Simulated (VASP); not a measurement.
Input of a VASP 6.6.1 run:

INCAR

```
SYSTEM = Sr3CuH2
  PREC = Accurate
  ENCUT = 600
  EDIFF = 1E-6
  ISMEAR = 0
  SIGMA = 0.1
  LREAL = .FALSE.
  LASPH = .TRUE.
  NELM = 100
  ALGO = Fast
  ISIF = 3
  LWAVE = .FALSE.
  LCHARG = .FALSE.
  GGA = PE
  IBRION = 2
  NSW = 100
  EDIFFG = -0.01
```

KPOINTS

```
Automatic mesh
0
G
  6 6 8
  0 0 0
```

Contents of POSCAR:

```
Sr3CuH2
1.0
    7.2792127258      0.0000000000      0.0000000000
   -3.6396063629      6.3039831401      0.0000000000
    0.0000000000      0.0000000000      4.6248437999
Sr Cu H
3 1 2
Direct
    0.3228483717      0.0000000000      0.0000000000
    0.0000000000      0.3228483717      0.0000000000
    0.6771516283      0.6771516283      0.0000000000
    0.0000000000      0.0000000000      0.5000000000
    0.0000000000      0.0000000000      0.8265144580
    0.0000000000      0.0000000000      0.1734855420
```

Potentials or basis: VASP PAW PBE potentials, release 64 (Sr_sv, Cu, H).

Launch:

```sh
$ cat potpaw_PBE.64/Sr_sv/POTCAR potpaw_PBE.64/Cu/POTCAR potpaw_PBE.64/H/POTCAR > POTCAR
$ mpirun -np 1 vasp_std > vasp.out
```

Q: Estimate the relaxed volume.

A: 35.21 Å³/atom.

Q: What does it give for the relaxed cell?

A: a = 7.286 Å, b = 7.286 Å, c = 4.596 Å, α = 90.00°, β = 90.00°, γ = 120.00°.

Step by step:
| step | energy change (eV) | largest force (eV/Å) | pressure (GPa) | volume (Å³) |
| --- | --- | --- | --- | --- |
| 1 | 0.0000 | 0.0577 | -0.08 | 212.22 |
| 2 | -0.0011 | 0.0507 | -0.02 | 211.70 |
| 3 | -0.0018 | 0.0629 | 0.07 | 210.88 |
| 4 | -0.0022 | 0.0036 | 0.06 | 211.24 |
| 5 | -0.0022 | 0.0240 | 0.00 | 211.38 |
| 6 | -0.0022 | 0.0156 | -0.01 | 211.33 |
| 7 | -0.0022 | 0.0082 | 0.00 | 211.29 |
| 8 | -0.0022 | 0.0059 | -0.01 | 211.27 |
| 9 | -0.0022 | 0.0030 | -0.01 | 211.26 |
| 10 | -0.0022 | 0.0046 | 0.02 | 211.27 |
